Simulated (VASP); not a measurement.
# GaN (CsCl type) (Pm-3m) in VASP: a series of runs

The runs below take GaN (CsCl type) through single point, relaxation of cell and atoms, with PBE.

Program: VASP 6.6.1. These are calculated values, not measurements. Logs are shortened: lines on timing, memory, paths and dates and some standing lists are left out, and cuts for length are marked.

**1. The cell of the first run**

Symmetry: Pm-3m, No. 221, cubic system. Conventional cell: a = 2.655 Å, b = 2.655 Å, c = 2.655 Å, α = 90.00°, β = 90.00°, γ = 90.00°. Within 3.0 Å of Ga (site symmetry m-3m) lie 8 N at 2.30 Å and 6 Ga at 2.66 Å. Within 3.0 Å of N (site symmetry m-3m) lie 8 Ga at 2.30 Å and 6 N at 2.66 Å.

**2. Single point, PBE**

INCAR reads:

```
  PREC = Accurate
  ENCUT = 520
  EDIFF = 1E-6
  ISMEAR = -1
  SIGMA = 0.08
  LREAL = False
  LASPH = True
  NELM = 60
  ALGO = Normal
  ISIF = 2
  LWAVE = False
  LCHARG = True
  GGA = PE
  LELF = True
  LVHAR = True
  NBANDS = 16
```

KPOINTS reads:

```
regular mesh
0
Gamma
  14 14 14
```

POSCAR reads:

```
GaN
1.0
    2.6552822970      0.0000000000      0.0000000000
    0.0000000000      2.6552822970      0.0000000000
    0.0000000000      0.0000000000      2.6552822970
Ga N
1 1
Direct
    0.0000000000      0.0000000000      0.0000000000
    0.5000000000      0.5000000000      0.5000000000
```

Potentials or basis: VASP PAW PBE potentials, release 64 (Ga_d, N).

On the command line:

```sh
$ cat potpaw_PBE.64/Ga_d/POTCAR potpaw_PBE.64/N/POTCAR > POTCAR
$ mpirun -np 1 vasp_std > vasp.out
```

OUTCAR:

```text
PREC = Accurate
   ENCUT = 520
   EDIFF = 1E-6
   ISMEAR = -1
   LREAL = False
   LASPH = True
   NELM = 60
   ISIF = 2
   GGA = PE

 ion  position               nearest neighbor table
   1  0.000  0.000  0.000-   2 2.30   2 2.30   2 2.30   2 2.30   2 2.30   2 2.30   2 2.30   2 2.30

   2  0.500  0.500  0.500-   1 2.30   1 2.30   1 2.30   1 2.30   1 2.30   1 2.30   1 2.30   1 2.30

  LATTYP: Found a simple cubic cell.
 ALAT       =     2.6552822970

  Lattice vectors:

 A1 = (   2.6552822970,   0.0000000000,   0.0000000000)
 A2 = (   0.0000000000,   2.6552822970,   0.0000000000)
 A3 = (   0.0000000000,   0.0000000000,   2.6552822970)

Analysis of symmetry for initial positions (statically):
=====================================================================
 Subroutine PRICEL returns:
 Original cell was already a primitive cell.

 Routine SETGRP: Setting up the symmetry group for a
 simple cubic supercell.

 Subroutine GETGRP returns: Found 48 space group operations
 (whereof 48 operations were pure point group operations)
 out of a pool of 48 trial point group operations.

The static configuration has the point symmetry O_h .

Analysis of symmetry for dynamics (positions and initial velocities):
=====================================================================
 Subroutine PRICEL returns:
 Original cell was already a primitive cell.

 Routine SETGRP: Setting up the symmetry group for a
 simple cubic supercell.

 Subroutine GETGRP returns: Found 48 space group operations
 (whereof 48 operations were pure point group operations)
 out of a pool of 48 trial point group operations.

The dynamic configuration has the point symmetry O_h .

 Subroutine INISYM returns: Found 48 space group operations
 (whereof 48 operations are pure point group operations),
 and found     1 'primitive' translations

----------------------------------------------------------------------------------------

                                     Primitive cell

  volume of cell :      18.7211

  direct lattice vectors                    reciprocal lattice vectors
     2.655282297  0.000000000  0.000000000     0.376607791  0.000000000  0.000000000
     0.000000000  2.655282297  0.000000000     0.000000000  0.376607791  0.000000000
     0.000000000  0.000000000  2.655282297     0.000000000  0.000000000  0.376607791

  length of vectors
     2.655282297  2.655282297  2.655282297     0.376607791  0.376607791  0.376607791

  position of ions in fractional coordinates (direct lattice)
     0.000000000  0.000000000  0.000000000
     0.500000000  0.500000000  0.500000000

  ion indices of the primitive-cell ions
   primitive index   ion index
                 1           1
                 2           2

----------------------------------------------------------------------------------------

 KPOINTS: regular mesh

Automatic generation of k-mesh.
 Grid dimensions read from file:
 generate k-points for:   14   14   14

 Generating k-lattice:

  Cartesian coordinates                     Fractional coordinates (reciprocal lattice)
     0.026900556  0.000000000  0.000000000     0.071428571  0.000000000  0.000000000
     0.000000000  0.026900556  0.000000000     0.000000000  0.071428571  0.000000000
     0.000000000  0.000000000  0.026900556     0.000000000  0.000000000  0.071428571

  Length of vectors
     0.026900556  0.026900556  0.026900556

  Shift w.r.t. Gamma in fractional coordinates (k-lattice)
     0.000000000  0.000000000  0.000000000

 Subroutine IBZKPT returns following result:
 ===========================================

 Found    120 irreducible k-points:

 Following reciprocal coordinates:
            Coordinates               Weight
  0.000000  0.000000  0.000000      1.000000
  0.071429  0.000000  0.000000      6.000000
  0.142857  0.000000  0.000000      6.000000
  0.214286  0.000000  0.000000      6.000000
  0.285714  0.000000  0.000000      6.000000
  0.357143  0.000000  0.000000      6.000000
[... 16 lines left out ...]
  0.285714  0.214286  0.000000     24.000000
  0.357143  0.214286  0.000000     24.000000
 [... further k-points ...]
   k-points           NKPTS =    120   k-points in BZ     NKDIM =    120   number of bands    NBANDS=     16
   number of dos      NEDOS =    301   number of ions     NIONS =      2
   total plane-waves  NPLWV =   8000
   dimension x,y,z NGX =    20 NGY =   20 NGZ =   20
   dimension x,y,z NGXF=    40 NGYF=   40 NGZF=   40
   ions per type =               1   1
   NGX,Y,Z   is equivalent  to a cutoff of  12.52, 12.52, 12.52 a.u.
   NGXF,Y,Z  is equivalent  to a cutoff of  25.04, 25.04, 25.04 a.u.
 SYSTEM =  unknown system
   PREC   = accura    normal or accurate (medium, high low for compatibility)
   ISTART =      0    job   : 0-new  1-cont  2-samecut
   ICHARG =      2    charge: 1-file 2-atom 10-const
   ISPIN  =      1    spin polarized calculation?
   LNONCOLLINEAR =      F non collinear calculations
   LSORBIT =      F    spin-orbit coupling
   LASPH  =      T    aspherical Exc in radial PAW
   ENCUT  =  520.0 eV  38.22 Ry    6.18 a.u.   4.94  4.94  4.94*2*pi/ulx,y,z
   NELM   =     60;   NELMIN=  2; NELMDL= -5     # of ELM steps
   EDIFF  = 0.1E-05   stopping-criterion for ELM
   LREAL  =      F    real-space projection
   EDIFFG = 0.1E-04   stopping-criterion for IOM
   NSW    =      0    number of steps for IOM
   IBRION =     -1    ionic relax: 0-MD 1-quasi-New 2-CG
   NFREE  =      0    steps in history (QN), initial steepest desc. (CG)
   ISIF   =      2    stress and relaxation
   ISYM   =      2    0-nonsym 1-usesym 2-fastsym
   POTIM  = 0.5000    time-step for ionic-motion
   TEBEG  =    0.0;   TEEND  =   0.0 temperature during run
   PSTRESS=    0.0 pullay stress
   NELECT =      18.0000    total number of electrons
   NUPDOWN=      -1.0000    fix difference up-down
   EMIN   =  10.00;   EMAX   =-10.00  energy-range for DOS
   EFERMI =   0.00;   METHOD = LEGACY
   ISMEAR =    -1;   SIGMA  =   0.08  broadening in eV -4-tet -1-fermi 0-gaus
   EFERMI_NEDOS =   21; number of points for ismear=-14 and -15
   IALGO  =     38    algorithm
   IMIX   =      4    mixing-type and parameters
     AMIX     =   0.40;   BMIX     =  1.00
     AMIX_MAG =   1.60;   BMIX_MAG =  1.00
  volume/ion in A,a.u.               =       9.36        63.17
  Fermi-wavevector in a.u.,A,eV,Ry     =   1.615803  3.053424 35.522335  2.610818
  Thomas-Fermi vector in A             =   2.710491
   LORBIT       =      0    0 simple, 1 ext, 2 COOP (PROOUT), +10 PAW based schemes
   GGA     = PE    functional components
   LHFCALC =     F    Hartree Fock is set to
   AEXX    =    0.0000 exact exchange contribution
   IVDW    =     0    specifies the selected vdW correction
   LEPSILON=     F    determine dielectric tensor
   LRPA    =     F    only Hartree local field effects (RPA)
 non-spin polarized calculation
  energy-cutoff  :      520.00
  volume of cell :       18.72
 maximum number of plane-waves:       517
 NGX is ok and might be reduce to    20
   NGX =  9   NGY =  9   NGZ =  9

 number of electron      17.9999990 magnetization

 Free energy of the ion-electron system (eV)
  ---------------------------------------------------
  ext. energy  EPLUGINS =         0.00000000
  ---------------------------------------------------
  free energy    TOTEN  =        -8.84103377 eV

  energy without entropy =       -8.81833425  energy(sigma->0) =       -8.82968401

 E-fermi :   8.9140     XC(G=0): -13.2843

 val. band max:        8.8964806454   @ k =   0.4286   0.0000   0.0000
 cond. band min:       8.9164570023   @ k =   0.5000   0.2857   0.0714
 fundamental gap:      0.0199763570
 Fermi energy:         8.9139720297

 k-point     1 :       0.0000    0.0000    0.0000
  band No.  band energies     occupation
      1      -9.1161      2.00000
      2      -6.6234      2.00000
      3      -6.6234      2.00000
      4      -5.9889      2.00000
      5      -5.9889      2.00000
      6      -5.9889      2.00000
[... 8 lines left out ...]
     15      23.6893      0.00000
     16      37.5550      0.00000

 k-point     2 :       0.0714    0.0000    0.0000
  band No.  band energies     occupation
      1      -9.0295      2.00000
      2      -6.6205      2.00000
      3      -6.6047      2.00000
      4      -6.0006      2.00000
      5      -6.0006      2.00000
      6      -5.9880      2.00000
[... 8 lines left out ...]
     15      23.9246      0.00000
     16      35.6143      0.00000

 k-point     3 :       0.1429    0.0000    0.0000
  band No.  band energies     occupation
      1      -8.7739      2.00000
      2      -6.6122      2.00000
      3      -6.5522      2.00000
      4      -6.0330      2.00000
      5      -6.0330      2.00000
      6      -5.9854      2.00000
[... 8 lines left out ...]
     15      24.7946      0.00000
     16      33.1195      0.00000

 k-point     4 :       0.2143    0.0000    0.0000
  band No.  band energies     occupation
      1      -8.3631      2.00000
      2      -6.6001      2.00000
      3      -6.4759      2.00000
      4      -6.0793      2.00000
      5      -6.0793      2.00000
      6      -5.9816      2.00000
[... 8 lines left out ...]
     15      26.4086      0.00000
     16      30.8096      0.00000

 k-point     5 :       0.2857    0.0000    0.0000
  band No.  band energies     occupation
      1      -7.8267      2.00000
      2      -6.5868      2.00000
      3      -6.3916      2.00000
      4      -6.1299      2.00000
      5      -6.1299      2.00000
      6      -5.9774      2.00000
[... 8 lines left out ...]
     15      28.5712      0.00000
     16      28.7150      0.00000

 k-point     6 :       0.3571    0.0000    0.0000
  band No.  band energies     occupation
      1      -7.2252      2.00000
      2      -6.5748      2.00000
      3      -6.3192      2.00000
      4      -6.1749      2.00000
      5      -6.1749      2.00000
      6      -5.9736      2.00000
[... 8 lines left out ...]
     15      26.8458      0.00000
     16      30.9931      0.00000

 k-point     7 :       0.4286    0.0000    0.0000
  band No.  band energies     occupation
      1      -6.6802      2.00000
      2      -6.5664      2.00000
      3      -6.2868      2.00000
      4      -6.2056      2.00000
      5      -6.2056      2.00000
      6      -5.9710      2.00000
[... 8 lines left out ...]
     15      25.2271      0.00000
     16      33.2867      0.00000

 k-point     8 :       0.5000    0.0000    0.0000
  band No.  band energies     occupation
      1      -6.5635      2.00000
      2      -6.3632      2.00000
      3      -6.3609      2.00000
      4      -6.2165      2.00000
      5      -6.2165      2.00000
      6      -5.9700      2.00000
[... 8 lines left out ...]
     15      24.2135      0.00000
     16      34.4813      0.00000

 k-point     9 :       0.0714    0.0714    0.0000
  band No.  band energies     occupation
      1      -8.9441      2.00000
      2      -6.6097      2.00000
      3      -6.5936      2.00000
      4      -6.0113      2.00000
      5      -6.0024      2.00000
      6      -5.9967      2.00000
[... 8 lines left out ...]
     15      24.3356      0.00000
     16      34.0823      0.00000
[... 172 lines left out ...]
 k-point    19 :       0.3571    0.1429    0.0000
  band No.  band energies     occupation
      1      -7.1913      2.00000
      2      -6.5270      2.00000
      3      -6.3112      2.00000
      4      -6.1638      2.00000
      5      -6.0087      2.00000
      6      -5.8713      2.00000
[... 8 lines left out ...]
     15      28.2304      0.00000
     16      31.9510      0.00000

 k-point    20 :       0.4286    0.1429    0.0000
  band No.  band energies     occupation
      1      -6.9190      2.00000
      2      -6.5181      2.00000
      3      -6.2838      2.00000
      4      -6.1930      2.00000
      5      -6.0050      2.00000
      6      -5.6119      2.00000
[... 8 lines left out ...]
     15      27.5689      0.00000
     16      32.3118      0.00000

 k-point    21 :       0.5000    0.1429    0.0000
  band No.  band energies     occupation
      1      -6.8382      2.00000
      2      -6.5147      2.00000
      3      -6.2728      2.00000
      4      -6.2033      2.00000
      5      -6.0037      2.00000
      6      -5.4633      2.00000
[... 8 lines left out ...]
     15      27.2947      0.00000
     16      32.4675      0.00000

 k-point    22 :       0.2143    0.2143    0.0000
  band No.  band energies     occupation
      1      -7.7731      2.00000
      2      -6.5279      2.00000
      3      -6.3679      2.00000
      4      -6.0777      2.00000
      5      -6.0497      2.00000
      6      -6.0119      2.00000
[... 8 lines left out ...]
     15      28.9046      0.00000
     16      29.4005      0.00000

 k-point    23 :       0.2857    0.2143    0.0000
  band No.  band energies     occupation
      1      -7.4414      2.00000
      2      -6.5099      2.00000
      3      -6.2886      2.00000
      4      -6.1132      2.00000
      5      -6.0515      2.00000
      6      -5.8507      2.00000
[... 8 lines left out ...]
     15      28.8997      0.00000
     16      30.6298      0.00000

 k-point    24 :       0.3571    0.2143    0.0000
  band No.  band energies     occupation
      1      -7.1897      2.00000
      2      -6.4946      2.00000
      3      -6.2245      2.00000
      4      -6.1522      2.00000
      5      -6.0456      2.00000
      6      -5.5271      2.00000
[... 8 lines left out ...]
     15      28.8431      0.00000
     16      30.6923      0.00000

 [... further k-points ...]
[... 5 lines left out ...]
  --------------------------------------------------------------------------------------
  -------------------------------------------------------------------------------------
  Total        2.1997647      2.1997647      2.1997647     -0.0000000      0.0000000     -0.0000000
  in kB      188.2585535    188.2585535    188.2585535     -0.0000000      0.0000000     -0.0000000
  external PRESSURE =     188.2585535 kB  Pullay stress =       0.0000000 kB

 VOLUME and BASIS-vectors are now :
 -----------------------------------------------------------------------------
  energy-cutoff  :      520.00
  volume of cell :       18.72
      direct lattice vectors                 reciprocal lattice vectors
     2.655282297  0.000000000  0.000000000     0.376607791  0.000000000  0.000000000
     0.000000000  2.655282297  0.000000000     0.000000000  0.376607791  0.000000000
     0.000000000  0.000000000  2.655282297     0.000000000  0.000000000  0.376607791

 POSITION                                       TOTAL-FORCE (eV/Angst)
 -----------------------------------------------------------------------------------
      0.00000      0.00000      0.00000         0.000000      0.000000      0.000000
      1.32764      1.32764      1.32764         0.000000      0.000000      0.000000
 -----------------------------------------------------------------------------------
    total drift:                                0.000000      0.000000      0.000000

  FREE ENERGIE OF THE ION-ELECTRON SYSTEM (eV)
  ---------------------------------------------------
  free  energy   TOTEN  =        -8.8410337684 eV

  energy  without entropy=       -8.8183342511  energy(sigma->0) =       -8.82968401
```

Run time: 21 s. Hardware: 1 thread of Intel Xeon 6975P-C, shared host; peak memory 0.15 GiB.

Results:

| Quantity | Value |
| --- | --- |
| Free energy | -8.8410 eV |
| Pressure | 18.8 GPa |
| Band gap on the k mesh | zero (band 9 reaches 9.22 eV, above the bottom of band 10 at 7.74 eV) |

**3. Single point, PBE**

INCAR reads:

```
SYSTEM = GaN
ALGO = Normal ; EDIFF = 1E-6
ENCUT = 520 ; GGA = PE
ISIF = 2 ; ISMEAR = -1
LASPH = .TRUE. ; LCHARG = .FALSE.
LREAL = .FALSE. ; LWAVE = .FALSE.
NBANDS = 16 ; NELM = 60
PREC = Accurate ; SIGMA = 0.08
```

KPOINTS reads:

```
k-points
0
G
  14 14 14
  0 0 0
```

POSCAR reads:

```
GaN
1.0
    2.6558667843      0.0000000000      0.0000000000
    0.0000000000      2.6558667843      0.0000000000
    0.0000000000      0.0000000000      2.6558667843
Ga N
1 1
Direct
    0.0000000000      0.0000000000      0.0000000000
    0.5000000000      0.5000000000      0.5000000000
```

Potentials or basis: VASP PAW PBE potentials, release 64 (Ga_d, N).

On the command line:

```sh
$ cat potpaw_PBE.64/Ga_d/POTCAR potpaw_PBE.64/N/POTCAR > POTCAR
$ mpirun -np 1 vasp_std > vasp.out
```

Wall time 25 s (1 thread of Intel Xeon 6975P-C, shared host); peak memory 0.15 GiB.

It converged, with:

| Item | Value |
| --- | --- |
| Free energy | -8.8425 eV |
| Pressure | 18.7 GPa |
| Band gap on the k mesh | zero (band 9 reaches 9.21 eV, above the bottom of band 10 at 7.73 eV) |

Levels at points of the mesh, in eV from the Fermi level:
```tsv
k point	band 6	band 7	band 8	band 9	band 10	band 11	band 12	band 13
(0.00, 0.00, 0.00)	-14.90	-1.48	-1.48	-1.48	-1.12	10.12	10.12	14.77
(0.50, 0.00, 0.00)	-14.88	-9.91	0.07	0.07	4.04	5.66	11.35	11.35
(0.50, 0.50, 0.00)	-11.95	-6.86	-6.86	-2.51	0.47	8.91	8.91	14.29
(0.50, 0.50, 0.50)	-11.85	-3.30	-3.30	-3.30	1.36	1.36	1.36	3.86
```

**4. Relaxation of cell and atoms, PBE, target pressure 18 GPa, at which the enthalpy is minimised**

This run uses another cell than the first one, of 8.49 Å³/atom, 0.907 times its volume.

INCAR reads:

```
SYSTEM = GaN
PREC = Accurate ; ENCUT = 600
EDIFF = 1E-6 ; ISMEAR = -1
SIGMA = 0.08 ; LREAL = .False.
LASPH = .True. ; NELM = 80
ALGO = Normal ; ISIF = 3
LWAVE = .False. ; LCHARG = .False.
GGA = PE ; IBRION = 2
NSW = 60 ; EDIFFG = -0.005
PSTRESS = 180.0
```

KPOINTS reads:

```
Automatic mesh
0
Gamma
  14 14 14
  0 0 0
```

POSCAR reads:

```
GaN
1.0
    2.5703119034      0.0000000000      0.0000000000
    0.0000000000      2.5703119034      0.0000000000
    0.0000000000      0.0000000000      2.5703119034
Ga N
1 1
Direct
    0.0000000000      0.0000000000      0.0000000000
    0.5000000000      0.5000000000      0.5000000000
```

On the command line:

```sh
$ cat potpaw_PBE.64/Ga_d/POTCAR potpaw_PBE.64/N/POTCAR > POTCAR
$ mpirun -np 1 vasp_std > vasp.out
```

Wall time 1.9 min (1 thread of Intel Xeon 6975P-C, shared host); peak memory 0.18 GiB.

The run converged. Its results:

- Free energy: -8.8462 eV
- Relaxed volume: 9.39 Å³/atom
- Relaxed cell: a = 2.658 Å, b = 2.658 Å, c = 2.658 Å, α = 90.00°, β = 90.00°, γ = 90.00°
- Space group after relaxing (to 0.05 Å): Pm-3m (No. 221)
- Energy change on relaxing (the enthalpy is what falls): -172.9 meV/atom
- Ionic steps: 19
- Pressure after relaxing: 18.0 GPa
- Band gap on the k mesh: zero (band 9 reaches 9.18 eV, above the bottom of band 10 at 7.70 eV)

The path:
| step | energy change (eV) | largest force (eV/Å) | pressure (GPa) | volume (Å³) |
| --- | --- | --- | --- | --- |
| 1 | 0.0000 | 0.0000 | 46.04 | 16.98 |
| 2 | -0.4443 | 0.0000 | -1.20 | 20.90 |
| 3 | -0.3494 | 0.0000 | 17.63 | 18.81 |
| 4 | -0.3452 | 0.0000 | 18.13 | 18.77 |
| 5 | -0.3452 | 0.0000 | 18.12 | 18.77 |
| 6 | -0.3452 | 0.0000 | 18.12 | 18.77 |
| 7 | -0.3452 | 0.0000 | 18.11 | 18.77 |
| 8 | -0.3452 | 0.0000 | 18.12 | 18.77 |
| 9 | -0.3452 | 0.0000 | 18.12 | 18.77 |
| 10 | -0.3452 | 0.0000 | 18.12 | 18.77 |
| 11 | -0.3452 | 0.0000 | 18.12 | 18.77 |
| 12 | -0.3452 | 0.0000 | 18.12 | 18.77 |
| 13 | -0.3452 | 0.0000 | 18.12 | 18.77 |
| 14 | -0.3452 | 0.0000 | 18.12 | 18.77 |
| 15 | -0.3453 | 0.0000 | 18.11 | 18.77 |
| 16 | -0.3454 | 0.0000 | 18.12 | 18.77 |
| 17 | -0.3455 | 0.0000 | 18.13 | 18.77 |
| 18 | -0.3459 | 0.0000 | 17.89 | 18.78 |
| 19 | -0.3457 | 0.0000 | 18.00 | 18.78 |

Final structure:
```xyz
2
Lattice="2.6579 0.0000 0.0000 0.0000 2.6579 0.0000 0.0000 0.0000 2.6579" Properties=species:S:1:pos:R:3 pbc="T T T"
Ga    0.0000    0.0000    0.0000
N     1.3289    1.3289    1.3289
```

Levels at points of the mesh, in eV from the Fermi level:
```tsv
k point	band 6	band 7	band 8	band 9	band 10	band 11	band 12	band 13
(0.00, 0.00, 0.00)	-14.90	-1.48	-1.48	-1.48	-1.14	10.11	10.11	14.74
(0.50, 0.00, 0.00)	-14.88	-9.90	0.08	0.08	4.02	5.65	11.33	11.33
(0.50, 0.50, 0.00)	-11.95	-6.84	-6.84	-2.51	0.47	8.89	8.89	14.28
(0.50, 0.50, 0.50)	-11.85	-3.29	-3.29	-3.29	1.36	1.36	1.36	3.84
```

Caveat: the cell is relaxed towards a set pressure, so the enthalpy falls and the energy may rise.

(Part 1 of 2 ends here.)
